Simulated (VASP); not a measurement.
# Ag (I4/mmm) in VASP: further runs

Runs on Ag. Level: PBEsol. Tasks: single point.

Program: VASP 6.6.1. These are calculated values, not measurements. Logs are shortened: lines on timing, memory, paths and dates and some standing lists are left out, and cuts for length are marked.

### 1 The cell of the first run

Symmetry: I4/mmm, No. 139, tetragonal system. Conventional cell: a = 2.846 Å, b = 2.846 Å, c = 3.964 Å, α = 90.00°, β = 90.00°, γ = 90.00°. Within 3.7 Å of Ag (site symmetry 4/mmm) lie 12 Ag at 2.82 to 2.85 Å.

### 2 Single point, PBEsol (strain -0.015 along x and y, -0.030 along z)

Contents of INCAR:

```
SYSTEM = Ag
ALGO = Fast ; EDIFF = 1E-7
ENCUT = 520 ; GGA = PS
ISIF = 2 ; ISMEAR = 0
LASPH = .True. ; LCHARG = .False.
LREAL = .False. ; LWAVE = .False.
NBANDS = 12 ; NELM = 60
PREC = Accurate ; SIGMA = 0.15
```

Contents of KPOINTS:

```
k-points
0
Gamma
  20 20 20
  0 0 0
```

Contents of POSCAR:

```
Ag
1.0
    0.0000000000      2.0124535000      1.9818070000
    2.0124535000      0.0000000000      1.9818070000
    2.0124535000      2.0124535000      0.0000000000
Ag
1
Direct
    0.0000000000      0.0000000000      0.0000000000
```

Potentials or basis: VASP PAW PBE potentials, release 64 (Ag).

Run with:

```
$ cat potpaw_PBE.64/Ag/POTCAR > POTCAR
$ mpirun -np 1 vasp_std > vasp.out
```

OUTCAR:

```text
SYSTEM = Ag
   EDIFF = 1E-7
   ENCUT = 520
   GGA = PS
   ISIF = 2
   ISMEAR = 0
   LASPH = .True.
   LREAL = .False.
   NELM = 60
   PREC = Accurate

 ion  position               nearest neighbor table
   1  0.000  0.000  0.000-

  LATTYP: Found a body centered tetragonal cell.
 ALAT       =     2.8460390333
 C/A-ratio  =     1.3926773152

  Lattice vectors:

 A1 = (   0.0000000000,  -2.0124535000,  -1.9818070000)
 A2 = (   0.0000000000,   2.0124535000,  -1.9818070000)
 A3 = (   2.0124535000,   0.0000000000,   1.9818070000)

Analysis of symmetry for initial positions (statically):
=====================================================================
 Subroutine PRICEL returns:
 Original cell was already a primitive cell.

 Routine SETGRP: Setting up the symmetry group for a
 body centered tetragonal supercell.

 Subroutine GETGRP returns: Found 16 space group operations
 (whereof 16 operations were pure point group operations)
 out of a pool of 16 trial point group operations.

The static configuration has the point symmetry D_4h.

Analysis of symmetry for dynamics (positions and initial velocities):
=====================================================================
 Subroutine PRICEL returns:
 Original cell was already a primitive cell.

 Routine SETGRP: Setting up the symmetry group for a
 body centered tetragonal supercell.

 Subroutine GETGRP returns: Found 16 space group operations
 (whereof 16 operations were pure point group operations)
 out of a pool of 16 trial point group operations.

The dynamic configuration has the point symmetry D_4h.

 Subroutine INISYM returns: Found 16 space group operations
 (whereof 16 operations are pure point group operations),
 and found     1 'primitive' translations

----------------------------------------------------------------------------------------

                                     Primitive cell

  volume of cell :      16.0525

  direct lattice vectors                    reciprocal lattice vectors
     0.000000000  2.012453500  1.981807000    -0.248452946  0.248452946  0.252295001
     2.012453500  0.000000000  1.981807000     0.248452946 -0.248452946  0.252295001
     2.012453500  2.012453500  0.000000000     0.248452946  0.248452946 -0.252295001

  length of vectors
     2.824451818  2.824451818  2.846039033     0.432562712  0.432562712  0.432562712

  position of ions in fractional coordinates (direct lattice)
     0.000000000  0.000000000  0.000000000

  ion indices of the primitive-cell ions
   primitive index   ion index
                 1           1

----------------------------------------------------------------------------------------

 KPOINTS: k-points

Automatic generation of k-mesh.
 Grid dimensions read from file:
 generate k-points for:   20   20   20

 Generating k-lattice:

  Cartesian coordinates                     Fractional coordinates (reciprocal lattice)
    -0.012422647  0.012422647  0.012614750     0.050000000  0.000000000  0.000000000
     0.012422647 -0.012422647  0.012614750     0.000000000  0.050000000  0.000000000
     0.012422647  0.012422647 -0.012614750    -0.000000000 -0.000000000  0.050000000

  Length of vectors
     0.021628136  0.021628136  0.021628136

  Shift w.r.t. Gamma in fractional coordinates (k-lattice)
     0.000000000  0.000000000  0.000000000

 Subroutine IBZKPT returns following result:
 ===========================================

 Found    641 irreducible k-points:

 Following reciprocal coordinates:
            Coordinates               Weight
  0.000000  0.000000  0.000000      1.000000
  0.050000 -0.000000  0.000000      8.000000
  0.100000  0.000000  0.000000      8.000000
  0.150000 -0.000000  0.000000      8.000000
  0.200000  0.000000  0.000000      8.000000
  0.250000 -0.000000  0.000000      8.000000
[... 16 lines left out ...]
 -0.400000  0.050000  0.000000      8.000000
 -0.350000  0.050000  0.000000      8.000000
 [... further k-points ...]
   k-points           NKPTS =    641   k-points in BZ     NKDIM =    641   number of bands    NBANDS=     12
   number of dos      NEDOS =    301   number of ions     NIONS =      1
   total plane-waves  NPLWV =  13824
   dimension x,y,z NGX =    24 NGY =   24 NGZ =   24
   dimension x,y,z NGXF=    48 NGYF=   48 NGZF=   48
   ions per type =               1
   NGX,Y,Z   is equivalent  to a cutoff of  14.13, 14.13, 14.02 a.u.
   NGXF,Y,Z  is equivalent  to a cutoff of  28.25, 28.25, 28.04 a.u.
 SYSTEM =  Ag
   PREC   = accura    normal or accurate (medium, high low for compatibility)
   ISTART =      0    job   : 0-new  1-cont  2-samecut
   ICHARG =      2    charge: 1-file 2-atom 10-const
   ISPIN  =      1    spin polarized calculation?
   LNONCOLLINEAR =      F non collinear calculations
   LSORBIT =      F    spin-orbit coupling
   LASPH  =      T    aspherical Exc in radial PAW
   ENCUT  =  520.0 eV  38.22 Ry    6.18 a.u.   5.25  5.25  5.29*2*pi/ulx,y,z
   NELM   =     60;   NELMIN=  2; NELMDL= -5     # of ELM steps
   EDIFF  = 0.1E-06   stopping-criterion for ELM
   LREAL  =      F    real-space projection
   EDIFFG = 0.1E-05   stopping-criterion for IOM
   NSW    =      0    number of steps for IOM
   IBRION =     -1    ionic relax: 0-MD 1-quasi-New 2-CG
   NFREE  =      0    steps in history (QN), initial steepest desc. (CG)
   ISIF   =      2    stress and relaxation
   ISYM   =      2    0-nonsym 1-usesym 2-fastsym
   POTIM  = 0.5000    time-step for ionic-motion
   TEBEG  =    0.0;   TEEND  =   0.0 temperature during run
   PSTRESS=    0.0 pullay stress
   NELECT =      11.0000    total number of electrons
   NUPDOWN=      -1.0000    fix difference up-down
   EMIN   =  10.00;   EMAX   =-10.00  energy-range for DOS
   EFERMI =   0.00;   METHOD = LEGACY
   ISMEAR =     0;   SIGMA  =   0.15  broadening in eV -4-tet -1-fermi 0-gaus
   EFERMI_NEDOS =   21; number of points for ismear=-14 and -15
   IALGO  =     68    algorithm
   IMIX   =      4    mixing-type and parameters
     AMIX     =   0.40;   BMIX     =  1.00
     AMIX_MAG =   1.60;   BMIX_MAG =  1.00
  volume/ion in A,a.u.               =      16.05       108.33
  Fermi-wavevector in a.u.,A,eV,Ry     =   1.443305  2.727450 28.342685  2.083129
  Thomas-Fermi vector in A             =   2.561727
   LORBIT       =      0    0 simple, 1 ext, 2 COOP (PROOUT), +10 PAW based schemes
   GGA     = PS    functional components
   LHFCALC =     F    Hartree Fock is set to
   AEXX    =    0.0000 exact exchange contribution
   IVDW    =     0    specifies the selected vdW correction
   LEPSILON=     F    determine dielectric tensor
   LRPA    =     F    only Hartree local field effects (RPA)
 non-spin polarized calculation
 RMM-DIIS sequential band-by-band and
 Gauss-broadening in eV      SIGMA  =   0.15
  energy-cutoff  :      520.00
  volume of cell :       16.05
 maximum number of plane-waves:       448
 NGX is ok and might be reduce to    24
   NGX = 11   NGY = 11   NGZ = 11

 number of electron      11.0000002 magnetization

 Free energy of the ion-electron system (eV)
  ---------------------------------------------------
  ext. energy  EPLUGINS =         0.00000000
  ---------------------------------------------------
  free energy    TOTEN  =        -3.30385786 eV

  energy without entropy =       -3.30141017  energy(sigma->0) =       -3.30263402

 E-fermi :   9.0915     XC(G=0): -12.7756

 val. band max:        9.0767205091   @ k =   0.5000   0.1500   0.3500
 cond. band min:       9.0973892344   @ k =   0.5000   0.0000   0.1000
 fundamental gap:      0.0206687253
 Fermi energy:         9.0915275304

 k-point     1 :       0.0000    0.0000    0.0000
  band No.  band energies     occupation
      1       0.8102      2.00000
      2       4.0644      2.00000
      3       4.0644      2.00000
      4       4.1694      2.00000
      5       5.2068      2.00000
      6       5.3176      2.00000
      7      25.2050      0.00000
      8      29.0496      0.00000
      9      29.0496      0.00000
     10      29.2985      0.00000
     11      34.1100      0.00000
     12      35.5236      0.00000

 k-point     2 :       0.0500   -0.0000    0.0000
  band No.  band energies     occupation
      1       0.8927      2.00000
      2       4.0555      2.00000
      3       4.0888      2.00000
      4       4.1810      2.00000
      5       5.1980      2.00000
      6       5.3064      2.00000
      7      25.2431      0.00000
      8      28.4222      0.00000
      9      29.1007      0.00000
     10      29.2756      0.00000
     11      34.3804      0.00000
     12      35.4624      0.00000

 k-point     3 :       0.1000    0.0000    0.0000
  band No.  band energies     occupation
      1       1.1332      2.00000
      2       4.0151      2.00000
      3       4.1541      2.00000
      4       4.2333      2.00000
      5       5.1799      2.00000
      6       5.2804      2.00000
      7      25.2195      0.00000
      8      27.0656      0.00000
      9      29.2385      0.00000
     10      29.3981      0.00000
     11      33.7153      0.00000
     12      35.1100      0.00000

 k-point     4 :       0.1500   -0.0000    0.0000
  band No.  band energies     occupation
      1       1.5045      2.00000
      2       3.9707      2.00000
      3       4.2333      2.00000
      4       4.3111      2.00000
      5       5.1795      2.00000
      6       5.2640      2.00000
      7      24.3630      0.00000
      8      26.2704      0.00000
      9      29.4116      0.00000
     10      29.5612      0.00000
     11      32.8668      0.00000
     12      34.3429      0.00000

 k-point     5 :       0.2000    0.0000    0.0000
  band No.  band energies     occupation
      1       1.9359      2.00000
      2       4.0099      2.00000
      3       4.2832      2.00000
      4       4.3686      2.00000
      5       5.2384      2.00000
      6       5.2974      2.00000
      7      22.6133      0.00000
      8      26.1215      0.00000
      9      29.5200      0.00000
     10      29.6632      0.00000
     11      32.4296      0.00000
     12      33.4903      0.00000
[... 228 lines left out ...]
      1       2.3606      2.00000
      2       4.0653      2.00000
      3       4.0912      2.00000
      4       5.9125      2.00000
      5       6.1775      2.00000
      6       8.6791      1.99990
      7      13.1140      0.00000
      8      24.4392      0.00000
      9      27.0371      0.00000
     10      27.2896      0.00000
     11      32.9030      0.00000
     12      33.2411      0.00000

 k-point    22 :      -0.4500    0.0500    0.0000
  band No.  band energies     occupation
      1       2.3673      2.00000
      2       4.0657      2.00000
      3       4.1006      2.00000
      4       5.9343      2.00000
      5       6.1170      2.00000
      6       8.4915      2.00000
      7      13.3560      0.00000
      8      24.4646      0.00000
      9      27.0688      0.00000
     10      27.3562      0.00000
     11      32.8047      0.00000
     12      33.2392      0.00000

 k-point    23 :      -0.4000    0.0500    0.0000
  band No.  band energies     occupation
      1       2.4051      2.00000
      2       4.0970      2.00000
      3       4.1411      2.00000
      4       5.8269      2.00000
      5       5.9712      2.00000
      6       7.5984      2.00000
      7      14.6078      0.00000
      8      24.6295      0.00000
      9      27.0891      0.00000
     10      27.9404      0.00000
     11      32.6480      0.00000
     12      33.1213      0.00000

 k-point    24 :      -0.3500    0.0500    0.0000
  band No.  band energies     occupation
      1       2.4586      2.00000
      2       4.1547      2.00000
      3       4.2051      2.00000
      4       5.5355      2.00000
      5       5.7623      2.00000
      6       6.6566      2.00000
      7      16.2854      0.00000
      8      24.9117      0.00000
      9      27.3211      0.00000
     10      28.7676      0.00000
     11      32.4252      0.00000
     12      32.8190      0.00000

 [... further k-points ...]
[... 5 lines left out ...]
  --------------------------------------------------------------------------------------
  -------------------------------------------------------------------------------------
  Total        0.4450127      0.4450127      0.5143165      0.0000000      0.0000000     -0.0000000
  in kB       44.4160454     44.4160454     51.3331592      0.0000000      0.0000000     -0.0000000
  external PRESSURE =      46.7217500 kB  Pullay stress =       0.0000000 kB

 VOLUME and BASIS-vectors are now :
 -----------------------------------------------------------------------------
  energy-cutoff  :      520.00
  volume of cell :       16.05
      direct lattice vectors                 reciprocal lattice vectors
     0.000000000  2.012453500  1.981807000    -0.248452946  0.248452946  0.252295001
     2.012453500  0.000000000  1.981807000     0.248452946 -0.248452946  0.252295001
     2.012453500  2.012453500  0.000000000     0.248452946  0.248452946 -0.252295001

 POSITION                                       TOTAL-FORCE (eV/Angst)
 -----------------------------------------------------------------------------------
      0.00000      0.00000      0.00000        -0.000000      0.000000      0.000000
 -----------------------------------------------------------------------------------
    total drift:                               -0.000000      0.000000     -0.000000

  FREE ENERGIE OF THE ION-ELECTRON SYSTEM (eV)
  ---------------------------------------------------
  free  energy   TOTEN  =        -3.3038578643 eV

  energy  without entropy=       -3.3014101720  energy(sigma->0) =       -3.30263402
```

Wall time 60 s (1 thread of Intel Xeon 6975P-C (Granite Rapids), shared host); peak memory 0.24 GiB.

Results:

| Property | Result |
| --- | --- |
| Free energy | -3.3039 eV |
| Pressure | 4.7 GPa |

Stress tensor (GPa, compression positive):
```
4.44 0.00 0.00
0.00 4.44 0.00
0.00 0.00 5.13
```

Levels at points of the mesh, in eV from the Fermi level:
| k point | band 3 | band 4 | band 5 | band 6 | band 7 | band 8 | band 9 | band 10 |
| --- | --- | --- | --- | --- | --- | --- | --- | --- |
| (0.00, 0.00, 0.00) | -5.03 | -4.92 | -3.88 | -3.77 | 16.11 | 19.96 | 19.96 | 20.21 |
| (0.50, 0.00, 0.00) | -4.97 | -2.96 | -2.92 | -0.62 | 3.94 | 15.34 | 18.26 | 18.64 |
| (0.50, 0.50, 0.00) | -2.98 | -2.70 | -2.70 | 1.68 | 7.47 | 10.73 | 10.73 | 17.73 |
| (0.50, 0.00, 0.50) | -2.97 | -2.75 | -2.67 | 1.40 | 7.08 | 10.99 | 11.03 | 18.00 |

Caveat: the cell differs from its parent crystal (strain -0.015 along x and y, -0.030 along z); the PAW data sets were made with another functional, which shifts forces and pressure a little.

### 3 Single point, PBEsol (strain -0.030 along x and y, +0.015 along z)

Contents of INCAR:

```
SYSTEM = Ag
PREC = Accurate
ENCUT = 520
EDIFF = 1E-6
ISMEAR = 0
SIGMA = 0.15
LREAL = .False.
LASPH = .True.
NELM = 80
ALGO = Normal
ISIF = 2
LWAVE = .False.
LCHARG = .False.
GGA = PS
NBANDS = 12
```

Contents of KPOINTS:

```
regular mesh
0
Gamma
  20 20 20
  0 0 0
```

Contents of POSCAR:

```
Ag
1.0
    0.0000000000      1.9818070000      2.0737465000
    1.9818070000      0.0000000000      2.0737465000
    1.9818070000      1.9818070000      0.0000000000
Ag
1
Direct
    0.0000000000      0.0000000000      0.0000000000
```

Potentials or basis: VASP PAW PBE potentials, release 64 (Ag).

Run with:

```
$ cat potpaw_PBE.64/Ag/POTCAR > POTCAR
$ mpirun -np 1 vasp_std > vasp.out
```

OUTCAR:

```text
SYSTEM = Ag
   PREC = Accurate
   ENCUT = 520
   EDIFF = 1E-6
   ISMEAR = 0
   LREAL = .False.
   LASPH = .True.
   NELM = 80
   ISIF = 2
   GGA = PS

 ion  position               nearest neighbor table
   1  0.000  0.000  0.000-

  LATTYP: Found a body centered tetragonal cell.
 ALAT       =     2.8026983374
 C/A-ratio  =     1.4798214081

  Lattice vectors:

 A1 = (  -1.9818070000,   0.0000000000,   2.0737465000)
 A2 = (   1.9818070000,   0.0000000000,   2.0737465000)
 A3 = (   0.0000000000,   1.9818070000,  -2.0737465000)

Analysis of symmetry for initial positions (statically):
=====================================================================
 Subroutine PRICEL returns:
 Original cell was already a primitive cell.

 Routine SETGRP: Setting up the symmetry group for a
 body centered tetragonal supercell.

 Subroutine GETGRP returns: Found 16 space group operations
 (whereof 16 operations were pure point group operations)
 out of a pool of 16 trial point group operations.

The static configuration has the point symmetry D_4h.

Analysis of symmetry for dynamics (positions and initial velocities):
[... 163 lines left out ...]
 Fermi energy:         8.8831568530

 k-point     1 :       0.0000    0.0000    0.0000
  band No.  band energies     occupation
      1       0.7079      2.00000
      2       3.7325      2.00000
      3       4.0515      2.00000
      4       4.0515      2.00000
      5       4.9011      2.00000
      6       5.2341      2.00000
      7      24.9910      0.00000
      8      28.3476      0.00000
      9      29.0356      0.00000
     10      29.0356      0.00000
     11      33.7349      0.00000
     12      35.0021      0.00000
[... 331 lines left out ...]
 k-point    24 :      -0.3500    0.0500    0.0000
  band No.  band energies     occupation
      1       2.3392      2.00000
      2       3.8585      2.00000
      3       4.1833      2.00000
      4       5.3706      2.00000
      5       5.5325      2.00000
      6       6.5469      2.00000
      7      15.8878      0.00000
      8      24.2538      0.00000
      9      26.8858      0.00000
     10      29.0393      0.00000
     11      32.0978      0.00000
     12      32.6785      0.00000

 [... further k-points ...]
[... 5 lines left out ...]
  --------------------------------------------------------------------------------------
  -------------------------------------------------------------------------------------
  Total        0.3523660      0.3523660      0.1110841      0.0000000      0.0000000      0.0000000
  in kB       34.6574165     34.6574165     10.9258177      0.0000000      0.0000000      0.0000000
  external PRESSURE =      26.7468836 kB  Pullay stress =       0.0000000 kB

 VOLUME and BASIS-vectors are now :
 -----------------------------------------------------------------------------
  energy-cutoff  :      520.00
  volume of cell :       16.29
      direct lattice vectors                 reciprocal lattice vectors
     0.000000000  1.981807000  2.073746500    -0.252295001  0.252295001  0.241109509
     1.981807000  0.000000000  2.073746500     0.252295001 -0.252295001  0.241109509
     1.981807000  1.981807000  0.000000000     0.252295001  0.252295001 -0.241109509

 POSITION                                       TOTAL-FORCE (eV/Angst)
 -----------------------------------------------------------------------------------
      0.00000      0.00000      0.00000        -0.000000      0.000000      0.000000
 -----------------------------------------------------------------------------------
    total drift:                               -0.000000      0.000000      0.000000

  FREE ENERGIE OF THE ION-ELECTRON SYSTEM (eV)
  ---------------------------------------------------
  free  energy   TOTEN  =        -3.3061889432 eV

  energy  without entropy=       -3.3036930471  energy(sigma->0) =       -3.30494100
```

stdout:

```text
POSCAR found type information on POSCAR Ag
 POSCAR found :  1 types and       1 ions
 scaLAPACK will be used
 -----------------------------------------------------------------------------
|                                                                             |
|                                                                             |
|     You enforced a specific xc type in the INCAR file but a different       |
|     I HOPE YOU KNOW WHAT YOU ARE DOING!                                     |
|                                                                             |
 -----------------------------------------------------------------------------

 LDA part: xc-table for (Slater+PW92), standard interpolation
 POSCAR, INCAR and KPOINTS ok, starting setup
 FFT: planning ... GRIDC
 FFT: planning ... GRID_SOFT
 FFT: planning ... GRID
 WAVECAR not read
 entering main loop
```

It took 48 s on 1 thread of Intel Xeon 6975P-C (Granite Rapids), shared host; peak memory 0.24 GiB.

Results:

- Free energy: -3.3062 eV
- Pressure: 2.7 GPa

Caveat: the cell differs from its parent crystal (strain -0.030 along x and y, +0.015 along z); the PAW data sets were made with another functional, which shifts forces and pressure a little.
